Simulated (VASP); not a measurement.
Runs of VASP 6.6.1 on MoS. The structure is that of space group Fm-3m (No. 225), or close to it. The cells are those of the table. 

| task | spin | cell | k mesh | cutoff (eV) | gap on the mesh (eV) | pressure (GPa) | moment (μB) |
| --- | --- | --- | --- | --- | --- | --- | --- |
| single point | off | a = 3.505 Å, angles 60.0°, 2 atoms | 14 × 14 × 14 | 520 | none | 0.1 | - |
| single point | collinear | a = 3.725 Å, angles 60.0°, 2 atoms | 14 × 14 × 14 | 520 | none | (a) | (b) |
| single point | collinear | a = 3.503 Å, angles 60.0°, 2 atoms | 8 × 8 × 8 | 520 | none | 0.4 | 0.26 |
| single point | collinear | a = 3.640 Å, angles 60.0°, 2 atoms | 14 × 14 × 14 | 520 | none | -13.1 | 1.02 |
| single point | collinear | a = 3.574 Å, angles 60.0°, 2 atoms | 14 × 14 × 14 | 520 | none | -8.5 | 0.33 |
| single point | collinear | a = 3.505 Å, angles 60.0°, 2 atoms | 14 × 14 × 14 | 520 | none | 0.1 | 0.00 |
| relaxation of cell and atoms | collinear | relaxed from a = 3.415 Å, angles 60.0°, 2 atoms | 8 × 8 × 8 | 600 | none | -0.4 | 0.00 |

Alike in all rows: level PBE; potentials or basis VASP PAW PBE potentials, release 64 (Mo_sv, S); smearing gaussian 0.1 eV.

Estimate the missing entries.

(a) -10.6; (b) 2.60.

Caveats: the cell stands under tension (at least some runs).

A k mesh can miss the band edges, and the runs leave out spin-orbit coupling on Mo.

A gap of «none» marks levels without a gap at the run's occupations.
